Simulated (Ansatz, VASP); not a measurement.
**Rh in VASP and in Ansatz**

```
Rh
1.0
     0.00000    1.94909    1.85401
     1.94909    0.00000    1.85401
     1.94909    1.94909    0.00000
Rh
1
Direct
  0.00000 0.00000 0.00000
```

Change from the starting cell: strain +0.025 along x and y, -0.025 along z, atoms carried along.

Alike in both runs: task single point; functional LDA; k mesh 22 × 22 × 22; occupations gaussian, width 0.15 eV; no spin polarisation.

|  | VASP | Ansatz |
| --- | --- | --- |
| version | VASP 6.6.1 | Ansatz 0.2.0 |
| potentials or method | VASP PAW LDA potentials, release 64 (Rh_pv), cutoff 520 eV | scalar-relativistic, plane waves, PAW |
| valence electrons in the cell | 15 | 17 |

Ansatz gave:

- gap on the k mesh at the Fermi level (eV): none
- pressure (GPa): -16.7
- traceless stress, the component that is largest in VASP (GPa): 7.25

Question: What did VASP give for the same quantities?

Answer: gap on the k mesh at the Fermi level (eV): none; pressure (GPa): -16.0; traceless stress, the component that is largest in VASP (GPa): 7.24.

LDA's correlation is that of Perdew and Zunger in VASP and of Perdew and Wang (1992) in Ansatz. A gap of «none» marks a metal or a gap that the smearing closes. VASP's potentials hold 15 valence electrons a cell and Ansatz's 17, so a difference there can come from the potentials and not from the codes.
